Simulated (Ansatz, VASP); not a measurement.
# In3O2: VASP beside Ansatz

INCAR

```
PREC     = Accurate       # precision mode
ENCUT    = 600            # plane-wave cutoff, eV
EDIFF    = 1E-6           # SCF threshold, eV
ISMEAR   = 0              # smearing method
SIGMA    = 0.1            # smearing width, eV
LREAL    = F              # projectors in reciprocal space
LASPH    = T              # aspherical terms in the spheres
NELM     = 100            # most SCF steps
ALGO     = Normal         # electronic algorithm
ISIF     = 3              # what is computed and relaxed
LWAVE    = F              # write WAVECAR
LCHARG   = F              # write CHGCAR
GGA      = PE             # functional
IBRION   = 2              # ionic algorithm
NSW      = 90             # ionic steps
EDIFFG   = -0.04          # ionic threshold
```

File KPOINTS:

```
regular mesh
0
Gamma
  6 6 4
```

The input POSCAR:

```
In3O2
1.0
    4.3763313500      0.0000000000      0.0000000000
   -2.1881656800      3.7900141300      0.0000000000
    0.0000000000      0.0000000000      5.3739763200
In O
3 2
Direct
    0.0000000000      0.0000000000      0.7454000100
    0.0000000000      0.0000000000      0.2545999900
    0.6666666700      0.3333333300      0.0000000000
    0.6666666700      0.3333333300      0.5000000000
    0.3333333300      0.6666666700      0.0000000000
```

Input for Ansatz:

```yaml
crystal:
  lattice:
    - [4.37633135, 0.0, 0.0]
    - [-2.18816568, 3.79001413, 0.0]
    - [0.0, 0.0, 5.37397632]
  atoms:
    - { symbol: In, position: [0.0, 0.0, 0.74540001] }
    - { symbol: In, position: [0.0, 0.0, 0.25459999] }
    - { symbol: In, position: [0.66666667, 0.33333333, 0.0] }
    - { symbol: O, position: [0.66666667, 0.33333333, 0.5] }
    - { symbol: O, position: [0.33333333, 0.66666667, 0.0] }
basis:
  ecutwfc: 420
kpoints:
  mp_grid: { grid: [6, 6, 4] }
hamiltonian:
  xc: pbe
scf:
  occupations: { method: gaussian, width: 0.1 }
  lower_state_search: "off"
output:
  forces: true
  stress: true
  eigenvalues: true
relax:
  adjacent_minimum: "off"
  f_tol: 0.04
  max_steps: 70
  cell: { stress_tol: 0.4 }
```

Change from the starting cell: species swapped into the Fe3Ge2 type (P-6m2, No. 187).

Alike in both runs: task relaxation of cell and atoms; functional PBE; k mesh 6 × 6 × 4; occupations gaussian, width 0.1 eV; no spin polarisation.

```csv
,VASP,Ansatz
version,VASP 6.6.1,Ansatz 0.2.0
potentials or method,"VASP PAW PBE potentials, release 64 (In_d, O), cutoff 600 eV","scalar-relativistic, plane waves, PAW"
valence electrons in the cell,51,51
```

Ansatz gave:

- gap on the k mesh at the Fermi level, each at its own relaxed structure (eV): none
- relaxed volume (Å³/atom): 22.35
- relaxed cell length with the largest relative difference (Å): 10.024

**Question.** What did VASP give for the same quantities?

**Answer.** gap on the k mesh at the Fermi level, each at its own relaxed structure (eV): none; relaxed volume (Å³/atom): 18.69; relaxed cell length with the largest relative difference (Å): 7.844.

A gap of «none» marks a metal or a gap that the smearing closes. One of these differences is far larger than is usual between the two programs; its cause wasn't traced.
